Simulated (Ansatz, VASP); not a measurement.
## One calculation of WSe2, two programs

```
W Se
1.0
     3.27902    0.00000    0.00000
    -1.63951    2.83972    0.00000
     0.00000    0.00000   12.78790
W Se
2 4
Direct
  0.11325 0.56807 0.25000
  0.66667 0.33333 0.75000
  0.33333 0.66667 0.61829
  0.66667 0.33333 0.11829
  0.33333 0.66667 0.88171
  0.66667 0.33333 0.38171
```

Alike in both runs: task single point; functional PBE; dispersion D3(BJ); k mesh 9 × 9 × 2; occupations gaussian, width 0.05 eV; no spin polarisation.

|  | VASP | Ansatz |
| --- | --- | --- |
| version | VASP 6.6.1 | Ansatz 0.2.0 |
| potentials or method | VASP PAW PBE potentials, release 64 (W_sv, Se), cutoff 520 eV | scalar-relativistic, plane waves, PAW |
| valence electrons in the cell | 52 | 92 |

VASP gave:

* gap on the k mesh at the Fermi level (eV): 0.02
* least direct gap on the mesh (eV): 0.20
* pressure (GPa): 13.6
* traceless stress, the component that is largest in VASP (GPa): 12.32
* rms of the force components (eV/Å): 3.728

Problem. What did Ansatz give for the same quantities?

Solution. gap on the k mesh at the Fermi level (eV): 0.02; least direct gap on the mesh (eV): 0.20; pressure (GPa): 13.2; traceless stress, the component that is largest in VASP (GPa): 12.20; rms of the force components (eV/Å): 3.707.

Atom by atom the forces differ by 0.028 eV/Å (rms over components). VASP's potentials hold 52 valence electrons a cell and Ansatz's 92, so a difference there can come from the potentials and not from the codes.

Spin-orbit coupling is off throughout.
